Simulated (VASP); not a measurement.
# CuAu (P4/mmm) in VASP: single point with PBE

Aim: the single point of CuAu with PBE.

All numbers are computed with VASP 6.6.1; they aren't measurements. Logs are shortened: lines on timing, memory, paths and dates and some standing lists are left out, and cuts for length are marked.

## (1) The cell of the first run

The structure is tetragonal, space group P4/mmm (No. 123). The conventional cell has a = 2.800 Å, b = 2.800 Å, c = 3.670 Å, α = 90.00°, β = 90.00°, γ = 90.00°. Cu (site symmetry 4/mmm) has 8 Au at 2.70 Å and 4 Cu at 2.80 Å within 3.6 Å. Au (site symmetry 4/mmm) has 8 Cu at 2.70 Å and 4 Au at 2.80 Å within 3.6 Å.

## (2) Single point, PBE

Input file INCAR:

```
PREC = Accurate
ENCUT = 520
EDIFF = 1E-6
ISMEAR = -1
SIGMA = 0.05
LREAL = F
LASPH = T
NELM = 80
ALGO = Normal
ISIF = 2
LWAVE = F
LCHARG = F
GGA = PE
NBANDS = 18
```

Input file KPOINTS:

```
regular mesh
0
Gamma
  13 13 10
```

Input file POSCAR:

```
CuAu
1.0
    2.8000000000      0.0000000000      0.0000000000
    0.0000000000      2.8000000000      0.0000000000
    0.0000000000      0.0000000000      3.6700000000
Cu Au
1 1
Direct
    0.5000000000      0.5000000000      0.5000000000
    0.0000000000      0.0000000000      0.0000000000
```

Potentials or basis: VASP PAW PBE potentials, release 64 (Cu, Au).

Started as:

```
cat potpaw_PBE.64/Cu/POTCAR potpaw_PBE.64/Au/POTCAR > POTCAR
mpirun -np 1 vasp_std > vasp.out
```

OUTCAR:

```text
PREC = Accurate
   ENCUT = 520
   EDIFF = 1E-6
   ISMEAR = -1
   LREAL = F
   LASPH = T
   NELM = 80
   ISIF = 2
   GGA = PE

 ion  position               nearest neighbor table
   1  0.500  0.500  0.500-   2 2.70   2 2.70   2 2.70   2 2.70   2 2.70   2 2.70   2 2.70   2 2.70

   2  0.000  0.000  0.000-   1 2.70   1 2.70   1 2.70   1 2.70   1 2.70   1 2.70   1 2.70   1 2.70

  LATTYP: Found a simple tetragonal cell.
 ALAT       =     2.8000000000
 C/A-ratio  =     1.3107142857

  Lattice vectors:

 A1 = (   2.8000000000,   0.0000000000,   0.0000000000)
 A2 = (   0.0000000000,   2.8000000000,   0.0000000000)
 A3 = (   0.0000000000,   0.0000000000,   3.6700000000)

Analysis of symmetry for initial positions (statically):
=====================================================================
 Subroutine PRICEL returns:
 Original cell was already a primitive cell.

 Routine SETGRP: Setting up the symmetry group for a
 simple tetragonal supercell.

 Subroutine GETGRP returns: Found 16 space group operations
 (whereof 16 operations were pure point group operations)
 out of a pool of 16 trial point group operations.

The static configuration has the point symmetry D_4h.

Analysis of symmetry for dynamics (positions and initial velocities):
=====================================================================
 Subroutine PRICEL returns:
 Original cell was already a primitive cell.

 Routine SETGRP: Setting up the symmetry group for a
 simple tetragonal supercell.

 Subroutine GETGRP returns: Found 16 space group operations
 (whereof 16 operations were pure point group operations)
 out of a pool of 16 trial point group operations.

The dynamic configuration has the point symmetry D_4h.

 Subroutine INISYM returns: Found 16 space group operations
 (whereof 16 operations are pure point group operations),
 and found     1 'primitive' translations

----------------------------------------------------------------------------------------

                                     Primitive cell

  volume of cell :      28.7728

  direct lattice vectors                    reciprocal lattice vectors
     2.800000000  0.000000000  0.000000000     0.357142857  0.000000000  0.000000000
     0.000000000  2.800000000  0.000000000     0.000000000  0.357142857  0.000000000
     0.000000000  0.000000000  3.670000000     0.000000000  0.000000000  0.272479564

  length of vectors
     2.800000000  2.800000000  3.670000000     0.357142857  0.357142857  0.272479564

  position of ions in fractional coordinates (direct lattice)
     0.500000000  0.500000000  0.500000000
     0.000000000  0.000000000  0.000000000

  ion indices of the primitive-cell ions
   primitive index   ion index
                 1           1
                 2           2

----------------------------------------------------------------------------------------

 KPOINTS: regular mesh

Automatic generation of k-mesh.
 Grid dimensions read from file:
 generate k-points for:   13   13   10

 Generating k-lattice:

  Cartesian coordinates                     Fractional coordinates (reciprocal lattice)
     0.027472527  0.000000000  0.000000000     0.076923077  0.000000000  0.000000000
     0.000000000  0.027472527  0.000000000     0.000000000  0.076923077  0.000000000
     0.000000000  0.000000000  0.027247956     0.000000000  0.000000000  0.100000000

  Length of vectors
     0.027472527  0.027472527  0.027247956

  Shift w.r.t. Gamma in fractional coordinates (k-lattice)
     0.000000000  0.000000000  0.000000000

 Subroutine IBZKPT returns following result:
 ===========================================

 Found    168 irreducible k-points:

 Following reciprocal coordinates:
            Coordinates               Weight
  0.000000  0.000000  0.000000      1.000000
  0.076923  0.000000  0.000000      4.000000
  0.153846  0.000000  0.000000      4.000000
  0.230769  0.000000  0.000000      4.000000
  0.307692  0.000000  0.000000      4.000000
  0.384615  0.000000  0.000000      4.000000
[... 16 lines left out ...]
  0.307692  0.307692  0.000000      4.000000
  0.384615  0.307692  0.000000      8.000000
 [... further k-points ...]
   k-points           NKPTS =    168   k-points in BZ     NKDIM =    168   number of bands    NBANDS=     18
   number of dos      NEDOS =    301   number of ions     NIONS =      2
   total plane-waves  NPLWV =  16128
   dimension x,y,z NGX =    24 NGY =   24 NGZ =   28
   dimension x,y,z NGXF=    48 NGYF=   48 NGZF=   56
   ions per type =               1   1
   NGX,Y,Z   is equivalent  to a cutoff of  14.25, 14.25, 12.68 a.u.
   NGXF,Y,Z  is equivalent  to a cutoff of  28.50, 28.50, 25.37 a.u.
 SYSTEM =  unknown system
   PREC   = accura    normal or accurate (medium, high low for compatibility)
   ISTART =      0    job   : 0-new  1-cont  2-samecut
   ICHARG =      2    charge: 1-file 2-atom 10-const
   ISPIN  =      1    spin polarized calculation?
   LNONCOLLINEAR =      F non collinear calculations
   LSORBIT =      F    spin-orbit coupling
   LASPH  =      T    aspherical Exc in radial PAW
   ENCUT  =  520.0 eV  38.22 Ry    6.18 a.u.   5.21  5.21  6.82*2*pi/ulx,y,z
   NELM   =     80;   NELMIN=  2; NELMDL= -5     # of ELM steps
   EDIFF  = 0.1E-05   stopping-criterion for ELM
   LREAL  =      F    real-space projection
   EDIFFG = 0.1E-04   stopping-criterion for IOM
   NSW    =      0    number of steps for IOM
   IBRION =     -1    ionic relax: 0-MD 1-quasi-New 2-CG
   NFREE  =      0    steps in history (QN), initial steepest desc. (CG)
   ISIF   =      2    stress and relaxation
   ISYM   =      2    0-nonsym 1-usesym 2-fastsym
   POTIM  = 0.5000    time-step for ionic-motion
   TEBEG  =    0.0;   TEEND  =   0.0 temperature during run
   PSTRESS=    0.0 pullay stress
   NELECT =      22.0000    total number of electrons
   NUPDOWN=      -1.0000    fix difference up-down
   EMIN   =  10.00;   EMAX   =-10.00  energy-range for DOS
   EFERMI =   0.00;   METHOD = LEGACY
   ISMEAR =    -1;   SIGMA  =   0.05  broadening in eV -4-tet -1-fermi 0-gaus
   EFERMI_NEDOS =   21; number of points for ismear=-14 and -15
   IALGO  =     38    algorithm
   IMIX   =      4    mixing-type and parameters
     AMIX     =   0.40;   BMIX     =  1.00
     AMIX_MAG =   1.60;   BMIX_MAG =  1.00
  volume/ion in A,a.u.               =      14.39        97.08
  Fermi-wavevector in a.u.,A,eV,Ry     =   1.497000  2.828919 30.490762  2.241008
  Thomas-Fermi vector in A             =   2.608944
   LORBIT       =      0    0 simple, 1 ext, 2 COOP (PROOUT), +10 PAW based schemes
   GGA     = PE    functional components
   LHFCALC =     F    Hartree Fock is set to
   AEXX    =    0.0000 exact exchange contribution
   IVDW    =     0    specifies the selected vdW correction
   LEPSILON=     F    determine dielectric tensor
   LRPA    =     F    only Hartree local field effects (RPA)
 non-spin polarized calculation
  energy-cutoff  :      520.00
  volume of cell :       28.77
 maximum number of plane-waves:       797
 NGX is ok and might be reduce to    24
   NGX = 11   NGY = 11   NGZ = 13

 number of electron      22.0000009 magnetization

 Free energy of the ion-electron system (eV)
  ---------------------------------------------------
  ext. energy  EPLUGINS =         0.00000000
  ---------------------------------------------------
  free energy    TOTEN  =        -7.03931197 eV

  energy without entropy =       -7.03508390  energy(sigma->0) =       -7.03719793

 E-fermi :   8.9497     XC(G=0): -12.7334

 val. band max:        8.9361733951   @ k =   0.4615   0.1538   0.4000
 cond. band min:       8.9518945100   @ k =   0.4615   0.3846   0.1000
 fundamental gap:      0.0157211149
 Fermi energy:         8.9496723217

 k-point     1 :       0.0000    0.0000    0.0000
  band No.  band energies     occupation
      1      -0.9739      2.00000
      2       2.1985      2.00000
      3       2.3653      2.00000
      4       4.7982      2.00000
      5       4.7982      2.00000
      6       5.8717      2.00000
[... 10 lines left out ...]
     17      25.8614      0.00000
     18      26.3354      0.00000

 k-point     2 :       0.0769    0.0000    0.0000
  band No.  band energies     occupation
      1      -0.8342      2.00000
      2       2.2703      2.00000
      3       2.4443      2.00000
      4       4.7121      2.00000
      5       4.8308      2.00000
      6       5.8102      2.00000
[... 10 lines left out ...]
     17      26.3986      0.00000
     18      26.9268      0.00000

 k-point     3 :       0.1538    0.0000    0.0000
  band No.  band energies     occupation
      1      -0.4309      2.00000
      2       2.4283      2.00000
      3       2.7220      2.00000
      4       4.4680      2.00000
      5       4.9259      2.00000
      6       5.6358      2.00000
[... 10 lines left out ...]
     17      26.3478      0.00000
     18      28.3349      0.00000

 k-point     4 :       0.2308    0.0000    0.0000
  band No.  band energies     occupation
      1       0.1870      2.00000
      2       2.6325      2.00000
      3       3.1830      2.00000
      4       4.1197      2.00000
      5       5.0739      2.00000
      6       5.3841      2.00000
[... 10 lines left out ...]
     17      25.5354      0.00000
     18      27.5689      0.00000

 k-point     5 :       0.3077    0.0000    0.0000
  band No.  band energies     occupation
      1       0.9267      2.00000
      2       2.8818      2.00000
      3       3.7182      2.00000
      4       3.7584      2.00000
      5       5.1161      2.00000
      6       5.2568      2.00000
[... 10 lines left out ...]
     17      24.0195      0.00000
     18      26.6647      0.00000

 k-point     6 :       0.3846    0.0000    0.0000
  band No.  band energies     occupation
      1       1.6269      2.00000
      2       3.1693      2.00000
      3       3.4714      2.00000
      4       4.1566      2.00000
      5       4.8972      2.00000
      6       5.4425      2.00000
[... 10 lines left out ...]
     17      23.8033      0.00000
     18      25.6609      0.00000

 k-point     7 :       0.4615    0.0000    0.0000
  band No.  band energies     occupation
      1       2.0554      2.00000
      2       3.3151      2.00000
      3       3.4383      2.00000
      4       4.3359      2.00000
      5       4.7755      2.00000
      6       5.5723      2.00000
[... 10 lines left out ...]
     17      25.0473      0.00000
     18      25.4773      0.00000

 k-point     8 :       0.0769    0.0769    0.0000
  band No.  band energies     occupation
      1      -0.6947      2.00000
      2       2.3563      2.00000
      3       2.5077      2.00000
      4       4.6806      2.00000
      5       4.8011      2.00000
      6       5.7394      2.00000
[... 10 lines left out ...]
     17      26.4888      0.00000
     18      26.9721      0.00000
[... 229 lines left out ...]
     17      25.5089      0.00000
     18      25.9442      0.00000

 k-point    20 :       0.3077    0.2308    0.0000
  band No.  band energies     occupation
      1       1.8540      2.00000
      2       3.3057      2.00000
      3       3.6377      2.00000
      4       3.9532      2.00000
      5       4.0681      2.00000
      6       4.9950      2.00000
[... 10 lines left out ...]
     17      23.9496      0.00000
     18      24.3008      0.00000

 k-point    21 :       0.3846    0.2308    0.0000
  band No.  band energies     occupation
      1       2.3537      2.00000
      2       3.2445      2.00000
      3       3.3427      2.00000
      4       4.0100      2.00000
      5       4.0501      2.00000
      6       5.6065      2.00000
[... 10 lines left out ...]
     17      22.2354      0.00000
     18      22.9777      0.00000

 k-point    22 :       0.4615    0.2308    0.0000
  band No.  band energies     occupation
      1       2.6551      2.00000
      2       3.1529      2.00000
      3       3.1818      2.00000
      4       3.9824      2.00000
      5       4.0803      2.00000
      6       5.9571      2.00000
[... 10 lines left out ...]
     17      20.6771      0.00000
     18      22.1426      0.00000

 k-point    23 :       0.3077    0.3077    0.0000
  band No.  band energies     occupation
      1       2.1633      2.00000
      2       3.1903      2.00000
      3       3.5329      2.00000
      4       3.6723      2.00000
      5       4.6111      2.00000
      6       5.3219      2.00000
[... 10 lines left out ...]
     17      23.1246      0.00000
     18      23.3922      0.00000

 k-point    24 :       0.3846    0.3077    0.0000
  band No.  band energies     occupation
      1       2.2449      2.00000
      2       3.1766      2.00000
      3       3.2767      2.00000
      4       3.5594      2.00000
      5       4.9681      2.00000
      6       6.1246      2.00000
[... 10 lines left out ...]
     17      22.1118      0.00000
     18      22.3063      0.00000

 [... further k-points ...]
[... 5 lines left out ...]
  --------------------------------------------------------------------------------------
  -------------------------------------------------------------------------------------
  Total        1.1712226      1.1712226      1.2023931      0.0000000     -0.0000000      0.0000000
  in kB       65.2180620     65.2180620     66.9537520      0.0000000     -0.0000000      0.0000000
  external PRESSURE =      65.7966253 kB  Pullay stress =       0.0000000 kB

 VOLUME and BASIS-vectors are now :
 -----------------------------------------------------------------------------
  energy-cutoff  :      520.00
  volume of cell :       28.77
      direct lattice vectors                 reciprocal lattice vectors
     2.800000000  0.000000000  0.000000000     0.357142857  0.000000000  0.000000000
     0.000000000  2.800000000  0.000000000     0.000000000  0.357142857  0.000000000
     0.000000000  0.000000000  3.670000000     0.000000000  0.000000000  0.272479564

 POSITION                                       TOTAL-FORCE (eV/Angst)
 -----------------------------------------------------------------------------------
      1.40000      1.40000      1.83500         0.000000      0.000000      0.000000
      0.00000      0.00000      0.00000         0.000000      0.000000      0.000000
 -----------------------------------------------------------------------------------
    total drift:                                0.000000      0.000000     -0.000000

  FREE ENERGIE OF THE ION-ELECTRON SYSTEM (eV)
  ---------------------------------------------------
  free  energy   TOTEN  =        -7.0393119659 eV

  energy  without entropy=       -7.0350839001  energy(sigma->0) =       -7.03719793
```

Run time: 41 s. Hardware: 1 thread of Intel Xeon Platinum 8375C at 2.90GHz (Ice Lake), shared host; peak memory 0.22 GiB.

Results:

* Free energy: -7.0393 eV
* Pressure: 6.6 GPa
* Band gap on the k mesh: zero (band 11 reaches 13.39 eV, above the bottom of band 12 at 6.92 eV)

Levels at points of the mesh, in eV from the Fermi level:
```tsv
k point	band 8	band 9	band 10	band 11	band 12	band 13	band 14	band 15
(0.00, 0.00, 0.00)	-2.19	-1.74	-1.51	-1.51	2.05	8.10	10.03	10.03
(0.00, 0.00, 0.50)	-2.82	-2.41	-2.38	-2.38	-2.03	14.36	14.63	14.63
```

Caveat: spin-orbit coupling is left out, which moves the levels of the heavy elements.
